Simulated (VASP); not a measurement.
# Te2Mo in VASP: notebook

Runs on Te2Mo. Level: LDA. Tasks: single point.

All numbers are computed with VASP 6.6.1; they aren't measurements. Logs are shortened: lines on timing, memory, paths and dates and some standing lists are left out, and cuts for length are marked.

## 1. The cell of the first run

The cell holds a slab with vacuum, 3 atoms: a = 3.560 Å, b = 3.560 Å, c = 17.524 Å, α = 90.00°, β = 90.00°, γ = 120.00°.

## 2. Single point, LDA

File INCAR:

```
PREC = Accurate
ENCUT = 520
EDIFF = 1E-6
ISMEAR = -1
SIGMA = 0.1
LREAL = False
LASPH = True
NELM = 80
ALGO = Normal
ISIF = 2
LWAVE = False
LCHARG = True
GGA = CA
LELF = True
LVHAR = True
NBANDS = 20
```

File KPOINTS:

```
regular mesh
0
Gamma
  6 6 1
```

File POSCAR:

```
Te2Mo
1.0
    3.5602328100      0.0000000000      0.0000000000
   -1.7801164100      3.0832520600      0.0000000000
    0.0000000000      0.0000000000     17.5240578200
Te Mo
2 1
Direct
    0.3333333333      0.6666666667      0.8978554500
    0.3333333333      0.6666666667      0.1021445500
    0.0000000000      0.0000000000      0.0000000000
```

Potentials or basis: VASP PAW LDA potentials, release 64 (Te, Mo_sv).

Started as:

```
cat potpaw_LDA.64/Te/POTCAR potpaw_LDA.64/Mo_sv/POTCAR > POTCAR
mpirun -np 1 vasp_std > vasp.out
```

OUTCAR:

```text
PREC = Accurate
   ENCUT = 520
   EDIFF = 1E-6
   ISMEAR = -1
   LREAL = False
   LASPH = True
   NELM = 80
   ISIF = 2
   GGA = CA

 ion  position               nearest neighbor table
   1  0.333  0.667  0.898-   3 2.73   3 2.73   3 2.73   2 3.58
   2  0.333  0.667  0.102-   3 2.73   3 2.73   3 2.73   1 3.58
   3  0.000  0.000  0.000-   1 2.73   2 2.73   1 2.73   2 2.73   1 2.73   2 2.73

  LATTYP: Found a hexagonal cell.
 ALAT       =     3.5602328100
 C/A-ratio  =     4.9221662614

  Lattice vectors:

 A1 = (   3.5602328100,   0.0000000000,   0.0000000000)
 A2 = (  -1.7801164100,   3.0832520600,   0.0000000000)
 A3 = (   0.0000000000,   0.0000000000,  17.5240578200)

Analysis of symmetry for initial positions (statically):
=====================================================================
 Subroutine PRICEL returns:
 Original cell was already a primitive cell.

 Routine SETGRP: Setting up the symmetry group for a
 hexagonal supercell.

 Subroutine GETGRP returns: Found 12 space group operations
 (whereof 12 operations were pure point group operations)
 out of a pool of 24 trial point group operations.

The static configuration has the point symmetry D_3h.

Analysis of symmetry for dynamics (positions and initial velocities):
=====================================================================
 Subroutine PRICEL returns:
 Original cell was already a primitive cell.

 Routine SETGRP: Setting up the symmetry group for a
 hexagonal supercell.

 Subroutine GETGRP returns: Found 12 space group operations
 (whereof 12 operations were pure point group operations)
 out of a pool of 24 trial point group operations.

The dynamic configuration has the point symmetry D_3h.

 Subroutine INISYM returns: Found 12 space group operations
 (whereof 12 operations are pure point group operations),
 and found     1 'primitive' translations

----------------------------------------------------------------------------------------

                                     Primitive cell

  volume of cell :     192.3633

  direct lattice vectors                    reciprocal lattice vectors
     3.560232810  0.000000000  0.000000000     0.280880508  0.162166437  0.000000000
    -1.780116410  3.083252060  0.000000000     0.000000000  0.324332873  0.000000000
     0.000000000  0.000000000 17.524057820     0.000000000  0.000000000  0.057064409

  length of vectors
     3.560232810  3.560232815 17.524057820     0.324332874  0.324332873  0.057064409

  position of ions in fractional coordinates (direct lattice)
     0.333333333  0.666666667  0.897855450
     0.333333333  0.666666667  0.102144550
     0.000000000  0.000000000  0.000000000

  ion indices of the primitive-cell ions
   primitive index   ion index
                 1           1
                 2           2
                 3           3

----------------------------------------------------------------------------------------

 KPOINTS: regular mesh

Automatic generation of k-mesh.
 Grid dimensions read from file:
 generate k-points for:    6    6    1

 Generating k-lattice:

  Cartesian coordinates                     Fractional coordinates (reciprocal lattice)
     0.046813418  0.027027740  0.000000000     0.166666667  0.000000000  0.000000000
     0.000000000  0.054055479  0.000000000     0.000000000  0.166666667  0.000000000
     0.000000000  0.000000000  0.057064409     0.000000000  0.000000000  1.000000000

  Length of vectors
     0.054055479  0.054055479  0.057064409

  Shift w.r.t. Gamma in fractional coordinates (k-lattice)
     0.000000000  0.000000000  0.000000000

 Subroutine IBZKPT returns following result:
 ===========================================

 Found      7 irreducible k-points:

 Following reciprocal coordinates:
            Coordinates               Weight
  0.000000  0.000000  0.000000      1.000000
  0.166667  0.000000  0.000000      6.000000
  0.333333  0.000000  0.000000      6.000000
  0.500000  0.000000  0.000000      3.000000
  0.166667  0.166667  0.000000      6.000000
  0.333333  0.166667  0.000000     12.000000
  0.333333  0.333333  0.000000      2.000000
   k-points           NKPTS =      7   k-points in BZ     NKDIM =      7   number of bands    NBANDS=     20
   number of dos      NEDOS =    301   number of ions     NIONS =      3
   total plane-waves  NPLWV = 109760
   dimension x,y,z NGX =    28 NGY =   28 NGZ =  140
   dimension x,y,z NGXF=    56 NGYF=   56 NGZF=  280
   ions per type =               2   1
   NGX,Y,Z   is equivalent  to a cutoff of  13.07, 13.07, 13.28 a.u.
   NGXF,Y,Z  is equivalent  to a cutoff of  26.15, 26.15, 26.56 a.u.
 SYSTEM =  unknown system
   PREC   = accura    normal or accurate (medium, high low for compatibility)
   ISTART =      0    job   : 0-new  1-cont  2-samecut
   ICHARG =      2    charge: 1-file 2-atom 10-const
   ISPIN  =      1    spin polarized calculation?
   LNONCOLLINEAR =      F non collinear calculations
   LSORBIT =      F    spin-orbit coupling
   LASPH  =      T    aspherical Exc in radial PAW
   ENCUT  =  520.0 eV  38.22 Ry    6.18 a.u.   6.62  6.62 32.58*2*pi/ulx,y,z
   NELM   =     80;   NELMIN=  2; NELMDL= -5     # of ELM steps
   EDIFF  = 0.1E-05   stopping-criterion for ELM
   LREAL  =      F    real-space projection
   EDIFFG = 0.1E-04   stopping-criterion for IOM
   NSW    =      0    number of steps for IOM
   IBRION =     -1    ionic relax: 0-MD 1-quasi-New 2-CG
   NFREE  =      0    steps in history (QN), initial steepest desc. (CG)
   ISIF   =      2    stress and relaxation
   ISYM   =      2    0-nonsym 1-usesym 2-fastsym
   POTIM  = 0.5000    time-step for ionic-motion
   TEBEG  =    0.0;   TEEND  =   0.0 temperature during run
   PSTRESS=    0.0 pullay stress
   NELECT =      26.0000    total number of electrons
   NUPDOWN=      -1.0000    fix difference up-down
   EMIN   =  10.00;   EMAX   =-10.00  energy-range for DOS
   EFERMI =   0.00;   METHOD = LEGACY
   ISMEAR =    -1;   SIGMA  =   0.10  broadening in eV -4-tet -1-fermi 0-gaus
   EFERMI_NEDOS =   21; number of points for ismear=-14 and -15
   IALGO  =     38    algorithm
   IMIX   =      4    mixing-type and parameters
     AMIX     =   0.40;   BMIX     =  1.00
     AMIX_MAG =   1.60;   BMIX_MAG =  1.00
  volume/ion in A,a.u.               =      64.12       432.71
  Fermi-wavevector in a.u.,A,eV,Ry     =   0.840153  1.587660  9.603777  0.705858
  Thomas-Fermi vector in A             =   1.954489
   LORBIT       =      0    0 simple, 1 ext, 2 COOP (PROOUT), +10 PAW based schemes
   GGA     = CA    functional components
   LHFCALC =     F    Hartree Fock is set to
   AEXX    =    0.0000 exact exchange contribution
   IVDW    =     0    specifies the selected vdW correction
   LEPSILON=     F    determine dielectric tensor
   LRPA    =     F    only Hartree local field effects (RPA)
 non-spin polarized calculation
  energy-cutoff  :      520.00
  volume of cell :      192.36
 maximum number of plane-waves:      5225
 NGX is ok and might be reduce to    28
   NGX = 13   NGY = 13   NGZ = 65

 number of electron      26.0000000 magnetization

 Free energy of the ion-electron system (eV)
  ---------------------------------------------------
  ext. energy  EPLUGINS =         0.00000000
  ---------------------------------------------------
  free energy    TOTEN  =       -20.41047870 eV

  energy without entropy =      -20.40930179  energy(sigma->0) =      -20.40989024

 E-fermi :   0.3912     XC(G=0):  -4.8296

 val. band max:       -0.1340724970   @ k =   0.3333   0.3333   0.0000
 cond. band min:       0.9081240597   @ k =   0.3333   0.3333   0.0000
 fundamental gap:      1.0421965567
 Fermi energy:         0.3911605705

 k-point     1 :       0.0000    0.0000    0.0000
  band No.  band energies     occupation
      1     -60.4389      2.00000
      2     -34.7768      2.00000
      3     -34.6665      2.00000
      4     -34.6665      2.00000
      5     -12.6722      2.00000
      6     -11.6922      2.00000
[... 12 lines left out ...]
     19       4.7638      0.00000
     20       5.5493      0.00000

 k-point     2 :       0.1667    0.0000    0.0000
  band No.  band energies     occupation
      1     -60.4368      2.00000
      2     -34.7703      2.00000
      3     -34.6960      2.00000
      4     -34.6734      2.00000
      5     -12.3098      2.00000
      6     -11.4464      2.00000
[... 12 lines left out ...]
     19       5.2055      0.00000
     20       6.0946      0.00000

 k-point     3 :       0.3333    0.0000    0.0000
  band No.  band energies     occupation
      1     -60.4325      2.00000
      2     -34.7571      2.00000
      3     -34.7545      2.00000
      4     -34.6871      2.00000
      5     -11.4017      2.00000
      6     -10.8425      2.00000
[... 12 lines left out ...]
     19       5.7889      0.00000
     20       6.0443      0.00000

 k-point     4 :       0.5000    0.0000    0.0000
  band No.  band energies     occupation
      1     -60.4303      2.00000
      2     -34.7834      2.00000
      3     -34.7505      2.00000
      4     -34.6939      2.00000
      5     -10.7712      2.00000
      6     -10.4470      2.00000
[... 12 lines left out ...]
     19       5.8351      0.00000
     20       6.4259      0.00000

 k-point     5 :       0.1667    0.1667    0.0000
  band No.  band energies     occupation
      1     -60.4336      2.00000
      2     -34.7604      2.00000
      3     -34.7345      2.00000
      4     -34.6891      2.00000
      5     -11.6659      2.00000
      6     -11.0134      2.00000
[... 12 lines left out ...]
     19       6.0005      0.00000
     20       6.9056      0.00000

 k-point     6 :       0.3333    0.1667    0.0000
  band No.  band energies     occupation
      1     -60.4303      2.00000
      2     -34.7689      2.00000
      3     -34.7505      2.00000
      4     -34.7086      2.00000
      5     -10.8122      2.00000
      6     -10.4565      2.00000
[... 12 lines left out ...]
     19       6.7145      0.00000
     20       6.7513      0.00000

 k-point     7 :       0.3333    0.3333    0.0000
  band No.  band energies     occupation
      1     -60.4293      2.00000
      2     -34.7559      2.00000
      3     -34.7472      2.00000
      4     -34.7397      2.00000
      5     -10.4838      2.00000
      6     -10.2341      2.00000
[... 12 lines left out ...]
     19       5.0192      0.00000
     20       7.1860      0.00000

------------------------ aborting loop because EDIFF is reached ----------------------------------------

  FORCE on cell =-STRESS in cart. coord.  units (eV):
  Direction    XX          YY          ZZ          XY          YZ          ZX
  --------------------------------------------------------------------------------------
  -------------------------------------------------------------------------------------
  Total       -2.3787593     -2.3787593     -1.3181339      0.0000000      0.0000000      0.0000000
  in kB      -19.8124859    -19.8124860    -10.9786265      0.0000000      0.0000000      0.0000000
  external PRESSURE =     -16.8678661 kB  Pullay stress =       0.0000000 kB

 VOLUME and BASIS-vectors are now :
 -----------------------------------------------------------------------------
  energy-cutoff  :      520.00
  volume of cell :      192.36
      direct lattice vectors                 reciprocal lattice vectors
     3.560232810  0.000000000  0.000000000     0.280880508  0.162166437  0.000000000
    -1.780116410  3.083252060  0.000000000     0.000000000  0.324332873  0.000000000
     0.000000000  0.000000000 17.524057820     0.000000000  0.000000000  0.057064409

 POSITION                                       TOTAL-FORCE (eV/Angst)
 -----------------------------------------------------------------------------------
     -0.00000      2.05550     15.73407         0.000000     -0.000000      0.364718
     -0.00000      2.05550      1.78999         0.000000      0.000000     -0.364718
      0.00000      0.00000      0.00000        -0.000000      0.000000      0.000000
 -----------------------------------------------------------------------------------
    total drift:                                0.000000     -0.000000     -0.000000

  FREE ENERGIE OF THE ION-ELECTRON SYSTEM (eV)
  ---------------------------------------------------
  free  energy   TOTEN  =       -20.4104786973 eV

  energy  without entropy=      -20.4093017926  energy(sigma->0) =      -20.40989024
```

Wall time 67 s (1 thread of Intel Xeon 6975P-C, shared host); peak memory 0.26 GiB.

Results:

```
Free energy            : -20.4105 eV
Largest force          : 0.365 eV/Å
Band gap on the k mesh : 1.04 eV, direct
```

Forces in eV/Å, atoms in the order of the input:
```
Te   0.000  0.000  0.365
Te   0.000  0.000 -0.365
Mo   0.000  0.000  0.000
```

Levels at points of the mesh, in eV from the valence-band top:
```tsv
k point	band 10	band 11	band 12	band 13	band 14	band 15	band 16	band 17
(0.00, 0.00, 0.00)	-1.60	-0.89	-0.89	-0.37	3.06	3.06	3.36	3.36
(0.50, 0.00, 0.00)	-2.29	-1.51	-0.68	-0.33	1.39	1.73	3.31	3.72
```

Caveat: spin-orbit coupling is left out, which moves the levels of the heavy elements.

[end of part 1 of 2]
